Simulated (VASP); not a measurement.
# C in VASP: notebook, part 2 of 2

VASP 6.6.1. The steps go on from the part before.

## 4. Single point, PBE (strained)

Contents of INCAR:

```
ALGO = Normal ; EDIFF = 1E-6
ENCUT = 520 ; GGA = PE
ISIF = 2 ; ISMEAR = 0
LASPH = True ; LCHARG = False
LREAL = False ; LWAVE = False
NBANDS = 16 ; NELM = 80
PREC = Accurate ; SIGMA = 0.1
```

Contents of KPOINTS:

```
k-points
0
Gamma
  21 21 6
```

Contents of POSCAR:

```
C
1.0
    1.2807435084     -2.1954468575      0.0000000000
    1.2807435084      2.1954468575      0.0000000000
    0.0000000000      0.0000000000      6.7968864006
C
4
Direct
    0.1175802777      0.8824197223      0.7480509855
    0.6175802777      0.3824197223      0.2519490145
    0.8824197223      0.1175802777      0.2519490145
    0.3824197223      0.6175802777      0.7480509855
```

Potentials or basis: VASP PAW PBE potentials, release 64 (C).

On the command line:

```
$ cat potpaw_PBE.64/C/POTCAR > POTCAR
$ mpirun -np 1 vasp_std > vasp.out
```

OUTCAR:

```text
EDIFF = 1E-6
   ENCUT = 520
   GGA = PE
   ISIF = 2
   ISMEAR = 0
   LASPH = True
   LREAL = False
   NELM = 80
   PREC = Accurate

 ion  position               nearest neighbor table
   1  0.118  0.882  0.748-   4 1.16   4 1.65   4 1.65
   2  0.618  0.382  0.252-   3 1.16   3 1.65   3 1.65
   3  0.882  0.118  0.252-   2 1.16   2 1.65   2 1.65
   4  0.382  0.618  0.748-   1 1.16   1 1.65   1 1.65

  LATTYP: Found a base centered orthorhombic cell.
 ALAT       =     2.5614870168
 B/A-ratio  =     1.7141971387
 C/A-ratio  =     2.6534924269

  Lattice vectors:

 A1 = (   1.2807435084,  -2.1954468575,   0.0000000000)
 A2 = (   1.2807435084,   2.1954468575,   0.0000000000)
 A3 = (   0.0000000000,   0.0000000000,   6.7968864006)

Analysis of symmetry for initial positions (statically):
=====================================================================
 Subroutine PRICEL returns:
 Original cell was already a primitive cell.

 Routine SETGRP: Setting up the symmetry group for a
[... 174 lines left out ...]
 E-fermi :   4.3914     XC(G=0):  -9.9314

 val. band max:        4.3777419227   @ k =   0.4762   0.3810   0.0000
 cond. band min:       4.3934826384   @ k =  -0.4762   0.4762   0.5000
 fundamental gap:      0.0157407157
 Fermi energy:         4.3913789980

 k-point     1 :       0.0000    0.0000    0.0000
  band No.  band energies     occupation
      1     -15.1352      2.00000
      2     -14.8697      2.00000
      3      -4.1445      2.00000
      4      -2.4139      2.00000
      5      -2.3695      2.00000
      6      -2.3370      2.00000
[... 433 lines left out ...]
      3      -5.9882      2.00000
      4      -5.9535      2.00000
      5      -1.5272      2.00000
      6      -1.4949      2.00000
[... 8 lines left out ...]
     15      17.3470      0.00000
     16      18.4992      0.00000

 [... further k-points ...]

------------------------ aborting loop because EDIFF is reached ----------------------------------------

  FORCE on cell =-STRESS in cart. coord.  units (eV):
  Direction    XX          YY          ZZ          XY          YZ          ZX
  --------------------------------------------------------------------------------------
  -------------------------------------------------------------------------------------
  Total       -4.5629573     21.5910158      0.4855870      0.0000000      0.0000000      0.0000000
  in kB     -191.2634086    905.0207929     20.3541310      0.0000000      0.0000000      0.0000000
  external PRESSURE =     244.7038384 kB  Pullay stress =       0.0000000 kB

 VOLUME and BASIS-vectors are now :
 -----------------------------------------------------------------------------
  energy-cutoff  :      520.00
  volume of cell :       38.22
      direct lattice vectors                 reciprocal lattice vectors
     1.280743508 -2.195446857  0.000000000     0.390398231 -0.227744069  0.000000000
     1.280743508  2.195446857  0.000000000     0.390398231  0.227744069  0.000000000
     0.000000000  0.000000000  6.796886401     0.000000000  0.000000000  0.147126190

 POSITION                                       TOTAL-FORCE (eV/Angst)
 -----------------------------------------------------------------------------------
      1.28074      1.67916      5.08442         0.000000     20.116413      0.006615
      1.28074     -0.51628      1.71247         0.000000     20.116413     -0.006615
      1.28074     -1.67916      1.71247         0.000000    -20.116413     -0.006615
      1.28074      0.51628      5.08442         0.000000    -20.116413      0.006615
 -----------------------------------------------------------------------------------
    total drift:                               -0.000000     -0.000000      0.000000

  FREE ENERGIE OF THE ION-ELECTRON SYSTEM (eV)
  ---------------------------------------------------
  free  energy   TOTEN  =       -31.6415079631 eV

  energy  without entropy=      -31.6403757841  energy(sigma->0) =      -31.64094187
```

OSZICAR:

```text
N       E                     dE             d eps       ncg     rms          rms(c)
DAV:   1     0.393937553796E+02    0.39394E+02   -0.78986E+03 15496   0.914E+02
DAV:   2    -0.321485409585E+02   -0.71542E+02   -0.65752E+02 21768   0.190E+02
DAV:   3    -0.351125727603E+02   -0.29640E+01   -0.29483E+01 19800   0.367E+01
DAV:   4    -0.351374731540E+02   -0.24900E-01   -0.24889E-01 19456   0.412E+00
DAV:   5    -0.351378068660E+02   -0.33371E-03   -0.33369E-03 18952   0.446E-01    0.108E+01
DAV:   6    -0.323304885114E+02    0.28073E+01   -0.23119E+00 19728   0.108E+01    0.590E+00
DAV:   7    -0.316323289723E+02    0.69816E+00   -0.20249E+00 20152   0.101E+01    0.187E+00
DAV:   8    -0.316430735581E+02   -0.10745E-01   -0.10568E-01 17144   0.218E+00    0.269E-01
DAV:   9    -0.316412207036E+02    0.18529E-02   -0.57618E-03 18808   0.603E-01    0.108E-01
DAV:  10    -0.316414591676E+02   -0.23846E-03   -0.48506E-04 19024   0.155E-01    0.530E-02
DAV:  11    -0.316415108005E+02   -0.51633E-04   -0.61546E-05 17296   0.600E-02    0.123E-02
DAV:  12    -0.316415065580E+02    0.42425E-05   -0.58093E-06 19464   0.153E-02    0.572E-03
DAV:  13    -0.316415080372E+02   -0.14792E-05   -0.18388E-06 17088   0.936E-03    0.331E-03
DAV:  14    -0.316415079631E+02    0.74054E-07   -0.25110E-08 11000   0.136E-03
   1 F= -.31641508E+02 E0= -.31640942E+02  d E =-.113218E-02
```

stdout:

```text
POSCAR found type information on POSCAR C
 POSCAR found :  1 types and       4 ions
 scaLAPACK will be used
 LDA part: xc-table for (Slater+PW92), standard interpolation
 POSCAR, INCAR and KPOINTS ok, starting setup
 FFT: planning ... GRIDC
 FFT: planning ... GRID_SOFT
 FFT: planning ... GRID
 WAVECAR not read
 entering main loop
```

Wall time 4.1 min (1 thread of Intel Xeon Platinum 8259CL at 2.50GHz (Skylake/Cascade Lake), shared host); peak memory 0.31 GiB.

What came out:

- Free energy: -31.6415 eV
- Pressure: 24.5 GPa
- Largest force: 20.116 eV/Å
- Band gap on the k mesh: zero (bands 8 and 9 overlap by 1.92 eV)

Forces on the atoms (eV/Å):
```
C     0.000  20.116   0.007
C     0.000  20.116  -0.007
C     0.000 -20.116  -0.007
C     0.000 -20.116   0.007
```

Levels at points of the mesh, in eV from the Fermi level:
| k point | band 5 | band 6 | band 7 | band 8 | band 9 | band 10 | band 11 | band 12 |
| --- | --- | --- | --- | --- | --- | --- | --- | --- |
| (0.00, 0.00, 0.00) | -6.76 | -6.73 | 0.88 | 0.94 | 1.94 | 2.00 | 4.21 | 7.87 |
| (0.00, 0.00, 0.50) | -6.74 | -6.73 | 0.91 | 0.91 | 1.97 | 1.98 | 6.43 | 6.60 |

Caveat: the cell differs from its parent crystal (strained); the stress differs along the axes, from -19 to 91 GPa; this functional lacks dispersion, which binds layers or chains, so the pressure and a relaxed spacing across them are unreliable; forces of over 1 eV/Å act on the atoms, so gaps and moduli don't describe the material at rest.

## 5. Relaxation of cell and atoms, PBE

This run uses another cell than the first one: it holds 4 atoms, not 8.

Contents of INCAR:

```
PREC     = Accurate       # precision mode
ENCUT    = 910            # plane-wave cutoff, eV
EDIFF    = 1E-7           # SCF threshold, eV
ISMEAR   = 0              # smearing method
SIGMA    = 0.1            # smearing width, eV
LREAL    = False          # projectors in reciprocal space
LASPH    = True           # aspherical terms in the spheres
NELM     = 120            # most SCF steps
ALGO     = Normal         # electronic algorithm
ISIF     = 3              # what is computed and relaxed
LWAVE    = False          # write WAVECAR
LCHARG   = False          # write CHGCAR
GGA      = PE             # functional
IBRION   = 2              # ionic algorithm
NSW      = 100            # ionic steps
EDIFFG   = -0.005         # ionic threshold
GGA_COMPAT= False        
NELMIN   = 4
```

Contents of KPOINTS:

```
Automatic mesh
0
Gamma
  18 18 6
```

Contents of POSCAR:

```
C
1.0
    1.2280479700     -2.1270618200      0.0000000000
    1.2280479700      2.1270618200      0.0000000000
    0.0000000000      0.0000000000      7.1732677600
C
4
Direct
    0.0833794600      0.9166205400      0.7531376000
    0.5833794600      0.4166205400      0.2468624000
    0.9166205400      0.0833794600      0.2468624000
    0.4166205400      0.5833794600      0.7531376000
```

Potentials or basis: VASP PAW PBE potentials, release 64 (C_h).

On the command line:

```
$ cat potpaw_PBE.64/C_h/POTCAR > POTCAR
$ mpirun -np 1 vasp_std > vasp.out
```

OUTCAR:

```text
PREC = Accurate
   ENCUT = 910
   EDIFF = 1E-7
   ISMEAR = 0
   LREAL = False
   LASPH = True
   NELM = 120
   ISIF = 3
   GGA = PE
   IBRION = 2
   NSW = 100
   EDIFFG = -0.005
   NELMIN = 4

 ion  position               nearest neighbor table
   1  0.083  0.917  0.753-   4 1.42   4 1.42   4 1.42
   2  0.583  0.417  0.247-   3 1.42   3 1.42   3 1.42
   3  0.917  0.083  0.247-   2 1.42   2 1.42   2 1.42
   4  0.417  0.583  0.753-   1 1.42   1 1.42   1 1.42

  LATTYP: Found a hexagonal cell.
 ALAT       =     2.4561135566
 C/A-ratio  =     2.9205765918

  Lattice vectors:

 A1 = (   1.2280479700,  -2.1270618200,   0.0000000000)
 A2 = (   1.2280479700,   2.1270618200,   0.0000000000)
 A3 = (   0.0000000000,   0.0000000000,   7.1732677600)

[... 393 lines left out ...]
      2     -15.1450      2.00000
      3      -3.7631      2.00000
      4      -2.7784      2.00000
      5       1.2744      2.00000
      6       1.2784      2.00000
      7       1.2811      2.00000
      8       1.2831      2.00000
      9       7.8087      0.00000
     10      12.3172      0.00000
     11      12.6471      0.00000
     12      12.6573      0.00000
[... 331 lines left out ...]
 k-point    24 :      -0.1667    0.1111    0.0000
  band No.  band energies     occupation
      1     -14.7385      2.00000
      2     -14.6373      2.00000
      3      -3.1458      2.00000
      4      -2.1844      2.00000
      5      -0.4953      2.00000
      6      -0.4861      2.00000
      7       0.2647      2.00000
      8       0.2737      2.00000
      9       8.4600      0.00000
     10      12.8707      0.00000
     11      12.8860      0.00000
     12      12.9397      0.00000

 [... further k-points ...]

------------------------ aborting loop because EDIFF is reached ----------------------------------------

  FORCE on cell =-STRESS in cart. coord.  units (eV):
  Direction    XX          YY          ZZ          XY          YZ          ZX
  --------------------------------------------------------------------------------------
  -------------------------------------------------------------------------------------
  Total       -0.0039252     -0.0079825     -0.0048141      0.0000000      0.0000000      0.0000000
  in kB       -0.1568845     -0.3190440     -0.1924096      0.0000000      0.0000000      0.0000000
  external PRESSURE =      -0.2227794 kB  Pullay stress =       0.0000000 kB
[... 19 lines left out ...]
  FREE ENERGIE OF THE ION-ELECTRON SYSTEM (eV)
  ---------------------------------------------------
  free  energy   TOTEN  =       -36.9581042895 eV

  energy  without entropy=      -36.9575225022  energy(sigma->0) =      -36.95781340

 reached required accuracy - stopping structural energy minimisation
```

OSZICAR:

```text
N       E                     dE             d eps       ncg     rms          rms(c)
DAV:   1     0.905076885258E+02    0.90508E+02   -0.11134E+04  8736   0.190E+03
DAV:   2    -0.302286166401E+02   -0.12074E+03   -0.11052E+03 13196   0.286E+02
[... 147 lines left out ...]
  17 F= -.36958102E+02 E0= -.36957811E+02  d E =-.191125E-04
       N       E                     dE             d eps       ncg     rms          rms(c)
DAV:   1    -0.369581045189E+02   -0.25433E-05   -0.23784E-04  9696   0.185E-01    0.288E-03
DAV:   2    -0.369581044099E+02    0.10898E-06   -0.24746E-06 11220   0.158E-02    0.170E-03
DAV:   3    -0.369581042753E+02    0.13461E-06   -0.46077E-07 10512   0.536E-03    0.265E-04
DAV:   4    -0.369581042895E+02   -0.14250E-07   -0.15716E-08  6104   0.125E-03
  18 F= -.36958104E+02 E0= -.36957813E+02  d E =-.225407E-05
```

CONTCAR:

```text
C
   1.00000000000000
     1.2327540230460741   -2.1349353870854446    0.0000000000000000
     1.2327540230460741    2.1349353870854446   -0.0000000000000000
     0.0000000000000000    0.0000000000000000    7.6156426150637557
  C
     4
Direct
     0.0833298708056655    0.9166701291943344    0.7522509419263838
     0.5833298708056656    0.4166701291943344    0.2477490580736166
     0.9166701291943344    0.0833298708056655    0.2477490580736166
     0.4166701291943344    0.5833298708056656    0.7522509419263838

  0.00000000E+00  0.00000000E+00  0.00000000E+00
  0.00000000E+00  0.00000000E+00  0.00000000E+00
  0.00000000E+00  0.00000000E+00  0.00000000E+00
  0.00000000E+00  0.00000000E+00  0.00000000E+00
```

It took 31 min on 1 thread of Intel Xeon 6975P-C (Granite Rapids), shared host; peak memory 0.41 GiB.

Results:

| Quantity | Value |
| --- | --- |
| Free energy | -36.9581 eV |
| Relaxed volume | 10.02 Å³/atom |
| Relaxed cell | a = 2.465 Å, b = 2.465 Å, c = 7.616 Å, α = 90.00°, β = 90.00°, γ = 119.99° |
| Space group after relaxing (to 0.1 Å) | Fmmm (No. 69) |
| Energy gained by relaxing | 3.4 meV/atom |
| Ionic steps | 18 |
| Pressure after relaxing | 0.0 GPa |
| Largest force after relaxing | 0.003 eV/Å |

Forces in eV/Å, atoms in the order of the input:
```
C    0.000  0.002 -0.003
C    0.000  0.002  0.003
C    0.000 -0.002  0.003
C    0.000 -0.002 -0.003
```

Step by step:
```
step  energy change (eV)  largest force (eV/Å)  pressure (GPa)  volume (Å³)
   1              0.0000                0.0262            3.43        37.48
   2              0.0157                0.0945           -6.09        38.57
   3             -0.0043                0.0179            0.30        37.82
   4             -0.0053                0.0538            0.24        37.96
   5             -0.0068                0.2615            0.07        38.37
   6             -0.0070                0.2562            0.06        38.39
   7             -0.0075                0.2406            0.07        38.44
   8             -0.0084                0.2092            0.08        38.55
   9             -0.0100                0.1468            0.08        38.77
  10             -0.0121                0.0229            0.09        39.21
  11             -0.0125                0.2234            0.13        40.09
  12             -0.0130                0.1188            0.11        39.71
  13             -0.0133                0.0703            0.09        39.87
  14             -0.0135                0.0081            0.06        40.07
  15             -0.0135                0.0033            0.05        40.09
  16             -0.0135                0.0056            0.02        40.09
  17             -0.0136                0.0092           -0.03        40.09
  18             -0.0136                0.0034           -0.02        40.09
```

Final structure:
```cif
data_structure
_symmetry_space_group_name_H-M 'P 1'
_symmetry_Int_Tables_number 1
_cell_length_a 2.4653
_cell_length_b 2.4653
_cell_length_c 7.6156
_cell_angle_alpha 90.000
_cell_angle_beta 90.000
_cell_angle_gamma 119.994
_cell_volume 40.09
loop_
_atom_site_label
_atom_site_type_symbol
_atom_site_fract_x
_atom_site_fract_y
_atom_site_fract_z
_atom_site_occupancy
C1 C 0.08333 0.91667 0.75225 1
C2 C 0.58333 0.41667 0.24775 1
C3 C 0.91667 0.08333 0.24775 1
C4 C 0.41667 0.58333 0.75225 1
```

Caveat: this functional lacks dispersion, which binds layers or chains, so the pressure and a relaxed spacing across them are unreliable.

## 6. The runs side by side

| task | potentials or basis | cell | k mesh | cutoff (eV) | pressure (GPa) |
| --- | --- | --- | --- | --- | --- |
| single point | VASP PAW PBE potentials, release 64 (C) | a = 2.516, b = 4.358, c = 8.801 Å, 8 atoms, atomic positions A | 14 × 8 × 4 | 520 | -11.1 |
| single point | VASP PAW PBE potentials, release 64 (C) | a = 2.541, b = 4.400, c = 8.815 Å, 8 atoms, atomic positions B | 14 × 8 × 4 | 520 | -16.0 |
| single point | VASP PAW PBE potentials, release 64 (C) | a = 2.542, b = 2.542, c = 6.797 Å, angles 90.0, 90.0, 119.5°, 4 atoms, atomic positions C | 21 × 21 × 6 | 520 | 24.5 |
| relaxation of cell and atoms | VASP PAW PBE potentials, release 64 (C_h) | relaxed from a = 2.456, b = 2.456, c = 7.173 Å, angles 90.0, 90.0, 120.0°, 4 atoms, atomic positions D | 18 × 18 × 6 | 910 | 0.0 |

Alike in all rows: level PBE; no spin polarisation; smearing gaussian 0.1 eV.

Caveats: this functional lacks dispersion, which binds layers or chains, so the pressure and a relaxed spacing across them are unreliable; the stress differs along the axes, from -17 to -0 GPa (at least some runs); the stress differs along the axes, from -24 to -0 GPa (at least some runs); the stress differs along the axes, from -19 to 91 GPa (at least some runs); forces of over 1 eV/Å act on the atoms, so gaps and moduli don't describe the material at rest (at least some runs).

Total energies depend on the potentials used, so only differences within one code and one set of settings carry meaning.
